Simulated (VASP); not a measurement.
Here is a VASP 6.6.1 calculation.

File INCAR:

```
  PREC = Accurate
  ENCUT = 520
  EDIFF = 1E-7
  ISMEAR = 0
  SIGMA = 0.15
  LREAL = False
  LASPH = True
  NELM = 100
  ALGO = Fast
  ISIF = 2
  LWAVE = False
  LCHARG = False
  GGA = PE
  NBANDS = 28
```

Contents of KPOINTS:

```
Automatic mesh
0
Gamma
  18 18 6
```

The input POSCAR:

```
Ti3Al
1.0
    3.0232773701      0.0000000000      0.0000000000
   -1.5116386851      2.6182350052      0.0000000000
    0.0000000000      0.0000000000      8.4379671400
Ti Al
3 1
Direct
    0.6666666667      0.3333333333      0.0000000000
    0.3333333333      0.6666666667      0.7504575700
    0.3333333333      0.6666666667      0.2495424300
    0.6666666667      0.3333333333      0.5000000000
```

Potentials or basis: VASP PAW PBE potentials, release 64 (Ti_sv, Al).

Launch:

```console
$ cat potpaw_PBE.64/Ti_sv/POTCAR potpaw_PBE.64/Al/POTCAR > POTCAR
$ mpirun -np 1 vasp_std > vasp.out
```

(1) Predict the band gap on the k mesh.

(2) What does it give for the largest force?

(3) What does it give for the pressure?

Results:

(1) zero (an odd number of electrons rules out a gap without spin polarisation).

(2) 0.053 eV/Å.

(3) 4.5 GPa.

Caveat: the cell stands under pressure.
